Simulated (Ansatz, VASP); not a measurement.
**InAs in VASP and in Ansatz**

The input POSCAR:

```
InAs
1.0
    0.0000000000      2.9629527589      2.9629527589
    2.9629527589      0.0000000000      2.9629527589
    2.9629527589      2.9629527589      0.0000000000
In As
1 1
Direct
    0.0000000000      0.0000000000      0.0000000000
    0.2500000000      0.2500000000      0.2500000000
```

Contents of INCAR.step1:

```
SYSTEM = InAs
PREC = Accurate
ENCUT = 520
EDIFF = 1E-5
ISMEAR = -1
SIGMA = 0.02
LREAL = .False.
LASPH = .True.
NELM = 80
ALGO = Normal
ISIF = 2
LWAVE = .True.
LCHARG = .False.
GGA = PE
NBANDS = 16
```

INCAR.step2

```
SYSTEM = InAs
PREC = Accurate
ENCUT = 520
EDIFF = 1E-6
ISMEAR = -1
SIGMA = 0.02
LREAL = .False.
LASPH = .True.
NELM = 80
ALGO = Normal
ISIF = 2
LWAVE = .False.
LCHARG = .False.
GGA = PE
LHFCALC = .True.
HFSCREEN = 0.2079
PRECFOCK = Normal
ISTART = 1
NBANDS = 16
```

The input KPOINTS:

```
regular mesh
0
Gamma
  6 6 6
  0 0 0
```

Input for Ansatz:

```yaml
crystal:
  lattice:
    - [0.0, 2.9629527589, 2.9629527589]
    - [2.9629527589, 0.0, 2.9629527589]
    - [2.9629527589, 2.9629527589, 0.0]
  atoms:
    - { symbol: In, position: [0.0, 0.0, 0.0] }
    - { symbol: As, position: [0.25, 0.25, 0.25] }
kpoints:
  mp_grid: { grid: [6, 6, 6] }
  band_path:
    path:
      - [0.0, 0.0, 0.0]
      - [-0.5, -0.5, 0.0]
      - [-0.375, -0.375, 0.25]
      - [-0.375, 0.0, 0.375]
      - [0.0, 0.0, 0.5]
      - [-0.5, -0.25, 0.25]
    npoints: 1
hamiltonian:
  xc: hse06
scf:
  occupations: { method: fermi_dirac, width: 0.02 }
  n_extra_bands: 4
output:
  forces: true
  stress: true
  eigenvalues: true
```

Change from the starting cell: hydrostatic strain -3.0%.

Alike in both runs: task single point; functional HSE06; k mesh 6 × 6 × 6; occupations fermi-dirac, width 0.02 eV; no spin polarisation.

```csv
,VASP,Ansatz
version,VASP 6.6.1,Ansatz 0.2.0
potentials or method,"VASP PAW PBE potentials, release 64 (In_d, As)","plane waves, PAW"
plane-wave cutoff (eV),520,420
valence electrons in the cell,18,28
```

|  | VASP | Ansatz | Ansatz less VASP |
| --- | --- | --- | --- |
| gap on the k mesh at the Fermi level (eV) | 0.90 | 0.90 | -0.001 |
| pressure (GPa) | 6.3 | 6.5 | +0.23 |

VASP's potentials hold 18 valence electrons a cell and Ansatz's 28, so a difference there can come from the potentials and not from the codes. Ansatz's warnings: stress exchange threshold loose, stress scf threshold loose.
